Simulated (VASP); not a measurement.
# CdGeAs2 (I-42d) in VASP: a series of runs

CdGeAs2 is run at these levels: PBE, LDA; tasks: relaxation of cell and atoms.

Program: VASP 6.6.1. These are calculated values, not measurements. Logs are shortened: lines on timing, memory, paths and dates and some standing lists are left out, and cuts for length are marked.

## 1. The cell of the first run

Symmetry: I-42d, No. 122, tetragonal system. Conventional cell: a = 5.978 Å, b = 5.978 Å, c = 11.329 Å, α = 90.00°, β = 90.00°, γ = 90.00°. Cd (site symmetry -4) has 4 As at 2.65 Å within 3.5 Å. Within 3.2 Å of Ge (site symmetry -4) lie 4 As at 2.45 Å. Within 3.2 Å of As (site symmetry 2) lie 2 Ge at 2.45 Å and 2 Cd at 2.65 Å.

## 2. Relaxation of cell and atoms, PBE

Input file INCAR:

```
SYSTEM = CdGeAs2
ALGO = Normal ; EDIFF = 1E-6
EDIFFG = -0.01 ; ENCUT = 600
GGA = PE ; IBRION = 2
ISIF = 3 ; ISMEAR = 0
KPAR = 2 ; LASPH = .True.
LCHARG = .False. ; LREAL = .False.
LWAVE = .False. ; NELM = 80
NSW = 90 ; PREC = Accurate
SIGMA = 0.03
```

Input file KPOINTS:

```
k-points
0
Gamma
  8 8 8
  0 0 0
```

Input file POSCAR:

```
CdGeAs2
1.0
   -2.9888745628      2.9888745628      5.6642966801
    2.9888745628     -2.9888745628      5.6642966801
    2.9888745628      2.9888745628     -5.6642966801
Cd Ge As
2 2 4
Direct
    0.2500000000      0.7500000000      0.5000000000
    0.5000000000      0.5000000000      0.0000000000
    0.0000000000      0.0000000000      0.0000000000
    0.7500000000      0.2500000000      0.5000000000
    0.8750000000      0.3462175700      0.9712175700
    0.6537824300      0.6250000000      0.5287824300
    0.3750000000      0.9037824300      0.0287824300
    0.0962175700      0.1250000000      0.4712175700
```

Potentials or basis: VASP PAW PBE potentials, release 64 (Cd, Ge_d, As).

Command:

```bash
> cat potpaw_PBE.64/Cd/POTCAR potpaw_PBE.64/Ge_d/POTCAR potpaw_PBE.64/As/POTCAR > POTCAR
> mpirun -np 2 vasp_std > vasp.out
```

OUTCAR:

```text
SYSTEM = CdGeAs2
   EDIFF = 1E-6
   EDIFFG = -0.01
   ENCUT = 600
   GGA = PE
   IBRION = 2
   ISIF = 3
   ISMEAR = 0
   LASPH = .True.
   LREAL = .False.
   NELM = 80
   NSW = 90
   PREC = Accurate

 ion  position               nearest neighbor table
   1  0.250  0.750  0.500-   7 2.65   6 2.65   8 2.65   5 2.65
   2  0.500  0.500  0.000-   6 2.65   5 2.65   7 2.65   8 2.65
   3  0.000  0.000  0.000-   6 2.45   5 2.45   7 2.45   8 2.45
   4  0.750  0.250  0.500-   7 2.45   6 2.45   5 2.45   8 2.45
   5  0.875  0.346  0.971-   3 2.45   4 2.45   1 2.65   2 2.65
   6  0.654  0.625  0.529-   3 2.45   4 2.45   1 2.65   2 2.65
   7  0.375  0.904  0.029-   4 2.45   3 2.45   2 2.65   1 2.65
   8  0.096  0.125  0.471-   3 2.45   4 2.45   2 2.65   1 2.65

  LATTYP: Found a body centered tetragonal cell.
 ALAT       =     5.9777491256
 C/A-ratio  =     1.8951269319

  Lattice vectors:

 A1 = (  -2.9888745628,   2.9888745628,   5.6642966801)
 A2 = (   2.9888745628,  -2.9888745628,   5.6642966801)
 A3 = (   2.9888745628,   2.9888745628,  -5.6642966801)

Analysis of symmetry for initial positions (statically):
=====================================================================
 Subroutine PRICEL returns:
 Original cell was already a primitive cell.

 Routine SETGRP: Setting up the symmetry group for a
 body centered tetragonal supercell.

 Subroutine GETGRP returns: Found  8 space group operations
 (whereof  4 operations were pure point group operations)
 out of a pool of 16 trial point group operations.

The static configuration has the point symmetry S_4 .
 The point group associated with its full space group is D_2d.

Analysis of symmetry for dynamics (positions and initial velocities):
=====================================================================
 Subroutine PRICEL returns:
 Original cell was already a primitive cell.

 Routine SETGRP: Setting up the symmetry group for a
 body centered tetragonal supercell.

 Subroutine GETGRP returns: Found  8 space group operations
 (whereof  4 operations were pure point group operations)
 out of a pool of 16 trial point group operations.

The dynamic configuration has the point symmetry S_4 .
 The point group associated with its full space group is D_2d.

 Subroutine INISYM returns: Found  8 space group operations
 (whereof  4 operations are pure point group operations),
 and found     1 'primitive' translations

----------------------------------------------------------------------------------------

                                     Primitive cell

  volume of cell :     202.4051

  direct lattice vectors                    reciprocal lattice vectors
    -2.988874563  2.988874563  5.664296680     0.000000000  0.167287047  0.088272212
     2.988874563 -2.988874563  5.664296680     0.167287047  0.000000000  0.088272212
     2.988874563  2.988874563 -5.664296680     0.167287047  0.167287047  0.000000000

  length of vectors
     7.067602082  7.067602082  7.067602082     0.189147931  0.189147931  0.236579611

  position of ions in fractional coordinates (direct lattice)
     0.250000000  0.750000000  0.500000000
     0.500000000  0.500000000  0.000000000
     0.000000000  0.000000000  0.000000000
     0.750000000  0.250000000  0.500000000
     0.875000000  0.346217570  0.971217570
     0.653782430  0.625000000  0.528782430
     0.375000000  0.903782430  0.028782430
     0.096217570  0.125000000  0.471217570

  ion indices of the primitive-cell ions
   primitive index   ion index
                 1           1
                 2           2
                 3           3
                 4           4
                 5           5
                 6           6
                 7           7
                 8           8

----------------------------------------------------------------------------------------

 KPOINTS: k-points

Automatic generation of k-mesh.
 Grid dimensions read from file:
 generate k-points for:    8    8    8

 Generating k-lattice:

  Cartesian coordinates                     Fractional coordinates (reciprocal lattice)
     0.000000000  0.020910881  0.011034027     0.125000000 -0.000000000  0.000000000
     0.020910881  0.000000000  0.011034027    -0.000000000  0.125000000  0.000000000
     0.020910881  0.020910881  0.000000000     0.000000000  0.000000000  0.125000000

  Length of vectors
     0.023643491  0.023643491  0.029572451

  Shift w.r.t. Gamma in fractional coordinates (k-lattice)
     0.000000000  0.000000000  0.000000000

 Subroutine IBZKPT returns following result:
 ===========================================

 Found     59 irreducible k-points:

 Following reciprocal coordinates:
            Coordinates               Weight
  0.000000  0.000000  0.000000      1.000000
  0.125000 -0.000000  0.000000      8.000000
  0.250000 -0.000000  0.000000      8.000000
  0.375000 -0.000000  0.000000      8.000000
  0.500000 -0.000000  0.000000      4.000000
  0.125000  0.125000  0.000000      8.000000
[... 16 lines left out ...]
  0.250000  0.125000  0.125000     16.000000
  0.375000  0.125000  0.125000      8.000000
 [... further k-points ...]
   k-points           NKPTS =     59   k-points in BZ     NKDIM =     59   number of bands    NBANDS=     43
   number of dos      NEDOS =    301   number of ions     NIONS =      8
   total plane-waves  NPLWV = 175616
   dimension x,y,z NGX =    56 NGY =   56 NGZ =   56
   dimension x,y,z NGXF=   112 NGYF=  112 NGZF=  112
   ions per type =               2   2   4
   NGX,Y,Z   is equivalent  to a cutoff of  13.17, 13.17, 13.17 a.u.
   NGXF,Y,Z  is equivalent  to a cutoff of  26.34, 26.34, 26.34 a.u.
 SYSTEM =  CdGeAs2
   PREC   = accura    normal or accurate (medium, high low for compatibility)
   ISTART =      0    job   : 0-new  1-cont  2-samecut
   ICHARG =      2    charge: 1-file 2-atom 10-const
   ISPIN  =      1    spin polarized calculation?
   LNONCOLLINEAR =      F non collinear calculations
   LSORBIT =      F    spin-orbit coupling
   LASPH  =      T    aspherical Exc in radial PAW
   ENCUT  =  600.0 eV  44.10 Ry    6.64 a.u.  14.12 14.12 14.12*2*pi/ulx,y,z
   NELM   =     80;   NELMIN=  2; NELMDL= -5     # of ELM steps
   EDIFF  = 0.1E-05   stopping-criterion for ELM
   LREAL  =      F    real-space projection
   EDIFFG = -.1E-01   stopping-criterion for IOM
   NSW    =     90    number of steps for IOM
   IBRION =      2    ionic relax: 0-MD 1-quasi-New 2-CG
   NFREE  =      1    steps in history (QN), initial steepest desc. (CG)
   ISIF   =      3    stress and relaxation
   ISYM   =      2    0-nonsym 1-usesym 2-fastsym
   POTIM  = 0.5000    time-step for ionic-motion
   TEBEG  =    0.0;   TEEND  =   0.0 temperature during run
   PSTRESS=    0.0 pullay stress
   NELECT =      72.0000    total number of electrons
   NUPDOWN=      -1.0000    fix difference up-down
   EMIN   =  10.00;   EMAX   =-10.00  energy-range for DOS
   EFERMI =   0.00;   METHOD = LEGACY
   ISMEAR =     0;   SIGMA  =   0.03  broadening in eV -4-tet -1-fermi 0-gaus
   EFERMI_NEDOS =   21; number of points for ismear=-14 and -15
   IALGO  =     38    algorithm
   IMIX   =      4    mixing-type and parameters
     AMIX     =   0.40;   BMIX     =  1.00
     AMIX_MAG =   1.60;   BMIX_MAG =  1.00
  volume/ion in A,a.u.               =      25.30       170.74
  Fermi-wavevector in a.u.,A,eV,Ry     =   1.159966  2.192018 18.306922  1.345521
  Thomas-Fermi vector in A             =   2.296553
   LORBIT       =      0    0 simple, 1 ext, 2 COOP (PROOUT), +10 PAW based schemes
   GGA     = PE    functional components
   LHFCALC =     F    Hartree Fock is set to
   AEXX    =    0.0000 exact exchange contribution
   IVDW    =     0    specifies the selected vdW correction
   LEPSILON=     F    determine dielectric tensor
   LRPA    =     F    only Hartree local field effects (RPA)
 conjugate gradient relaxation of ions
 non-spin polarized calculation
 Gauss-broadening in eV      SIGMA  =   0.03
  energy-cutoff  :      600.00
  volume of cell :      202.41
 maximum number of plane-waves:      6784
   NGX = 29   NGY = 29   NGZ = 29

--------------------------------------- Ionic step        1  -------------------------------------------

 number of electron      71.9999996 magnetization

 Free energy of the ion-electron system (eV)
  ---------------------------------------------------
  ext. energy  EPLUGINS =         0.00000000
  ---------------------------------------------------
  free energy    TOTEN  =       -29.90253659 eV

  energy without entropy =      -29.90253460  energy(sigma->0) =      -29.90253560

------------------------ aborting loop because EDIFF is reached ----------------------------------------

  FORCE on cell =-STRESS in cart. coord.  units (eV):
  Direction    XX          YY          ZZ          XY          YZ          ZX
  --------------------------------------------------------------------------------------
  -------------------------------------------------------------------------------------
  Total        3.0368876      3.0368876      2.8956765      0.0000000      0.0000000      0.0000000
  in kB       24.0390850     24.0390850     22.9213009      0.0000000      0.0000000      0.0000000
  external PRESSURE =      23.6664903 kB  Pullay stress =       0.0000000 kB
[... 153 lines left out ...]
  energy  without entropy=      -29.9640989231  energy(sigma->0) =      -29.96410043

--------------------------------------- Ionic step        5  -------------------------------------------

 number of electron      71.9999996 magnetization

 Free energy of the ion-electron system (eV)
  ---------------------------------------------------
  ext. energy  EPLUGINS =         0.00000000
  ---------------------------------------------------
  free energy    TOTEN  =       -29.96436593 eV

  energy without entropy =      -29.96436299  energy(sigma->0) =      -29.96436446

 E-fermi :   2.6625     XC(G=0):  -9.1337

 val. band max:        2.5947640457   @ k =   0.1250  -0.0000   0.0000
 cond. band min:       2.7163294434   @ k =   0.0000   0.0000   0.0000
 fundamental gap:      0.1215653977
 Fermi energy:         2.6625289879

 k-point     1 :       0.0000    0.0000    0.0000
  band No.  band energies     occupation
      1     -22.1964      2.00000
      2     -22.1963      2.00000
      3     -22.1963      2.00000
      4     -22.1932      2.00000
      5     -22.1907      2.00000
      6     -22.1907      2.00000
[... 1093 lines left out ...]
     42       6.4852      0.00000
     43       6.4923      0.00000

 [... further k-points ...]

------------------------ aborting loop because EDIFF is reached ----------------------------------------

  FORCE on cell =-STRESS in cart. coord.  units (eV):
  Direction    XX          YY          ZZ          XY          YZ          ZX
  --------------------------------------------------------------------------------------
  -------------------------------------------------------------------------------------
  Total       -0.0233072     -0.0233072      0.0510805      0.0000000      0.0000000      0.0000000
  in kB       -0.1772302     -0.1772302      0.3884216      0.0000000      0.0000000      0.0000000
  external PRESSURE =       0.0113204 kB  Pullay stress =       0.0000000 kB
[... 23 lines left out ...]
  FREE ENERGIE OF THE ION-ELECTRON SYSTEM (eV)
  ---------------------------------------------------
  free  energy   TOTEN  =       -29.9643659281 eV

  energy  without entropy=      -29.9643629935  energy(sigma->0) =      -29.96436446

 reached required accuracy - stopping structural energy minimisation
```

Wall time 12 min (2 MPI ranks of Intel Xeon Platinum 8559C (Emerald Rapids), shared host); peak memory 0.86 GiB.

What came out:

- Free energy: -29.9644 eV
- Relaxed volume: 26.34 Å³/atom
- Relaxed cell: a = 7.164 Å, b = 7.164 Å, c = 7.164 Å, α = 129.99°, β = 129.99°, γ = 73.43°
- Space group after relaxing (to 0.1 Å): I-42d (No. 122)
- Energy gained by relaxing: 7.7 meV/atom
- Ionic steps: 5
- Pressure after relaxing: 0.0 GPa
- Band gap on the k mesh: 0.12 eV (least direct gap 0.21 eV)

Step by step:
```csv
step,energy change (eV),largest force (eV/Å),pressure (GPa),volume (Å³)
1,0.0000,0.1334,2.37,202.41
2,-0.0555,0.0253,-0.67,213.55
3,-0.0612,0.0494,-0.02,210.83
4,-0.0616,0.0302,-0.01,210.78
5,-0.0618,0.0017,0.00,210.70
```

Final structure:
```xyz
8
Lattice="-3.0285 3.0285 5.7429 3.0285 -3.0285 5.7429 3.0285 3.0285 -5.7429" Properties=species:S:1:pos:R:3 pbc="T T T"
Cd    3.0285    0.0000    2.8715
Cd    0.0000    0.0000    5.7429
Ge   -3.0285    3.0285    5.7429
Ge    0.0000    3.0285    2.8715
As    1.3511    4.5428    1.4357
As    1.5143    1.6775    4.3072
As    1.6775   -1.5143    7.1787
As    1.5143    1.3511   -1.4357
```

A k mesh can miss the band edges.

(Continued in part 2 of 2.)
